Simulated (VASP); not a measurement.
The system is ScBSbP3.

```
Sc B Sb P
1.0
     4.12499    0.00000    0.00000
     0.00000    4.85396    0.00000
     0.00000    0.00000    8.07214
Sc B Sb P
1 1 1 3
Cartesian
  0.0000 2.4270 4.0361
  0.0000 0.0000 0.0000
  2.0625 0.0000 0.0000
  2.0625 0.0000 2.8550
  2.0625 0.0000 5.2171
  0.0000 0.0000 4.0361
```

The cell was built from a structure type or drawn by symmetry, and may not be a known phase.

| Property | Result |
| --- | --- |
| Program | VASP 6.6.1 |
| Task | relaxation of cell and atoms |
| Functional | PBE |
| Potentials or basis | VASP PAW PBE potentials, release 64 (Sc_sv, B, Sb, P) |
| Cutoff | 600 eV |
| k mesh | 4 × 4 × 2 |
| Occupations | gaussian, width 0.1 eV |
| Spin | no spin polarisation |

At the start: pressure 0.7 GPa; volume 26.94 Å³/atom.

Task: How do energy, volume and symmetry change on relaxing?

Result: Over 7 steps the energy falls by 13.1 meV/atom and the volume is 26.67 Å³/atom (-1.0 %); space group Pmmm (No. 47, to 0.1 Å) before and after.

The path:
```csv
step,energy change (eV),largest force (eV/Å),pressure (GPa),volume (Å³)
1,0.0000,0.1182,0.71,161.62
2,-0.0533,0.2453,-0.76,164.33
3,-0.0585,0.2320,-0.49,163.73
4,-0.0711,0.1905,-0.35,162.17
5,-0.0767,0.1118,-0.09,160.40
6,-0.0776,0.0403,0.14,159.71
7,-0.0785,0.0207,0.05,160.00
```

Final structure:
```yaml
crystal:
  lattice:
    - [4.21034, 0.00000, 0.00000]
    - [0.00000, 4.84684, 0.00000]
    - [0.00000, 0.00000, 7.84026]
  atoms:
    - { symbol: Sc, position: [0.00000, 0.50000, 0.50000] }
    - { symbol: B, position: [0.00000, 0.00000, 0.00000] }
    - { symbol: Sb, position: [0.50000, 0.00000, 0.00000] }
    - { symbol: P, position: [0.50000, 0.00000, 0.34948] }
    - { symbol: P, position: [0.50000, 0.00000, 0.65052] }
    - { symbol: P, position: [0.00000, 0.00000, 0.50000] }
```

Caveat: the k points lie up to 0.40 Å⁻¹ apart in the final cell, too coarse for converged energies and pressures of a metal.
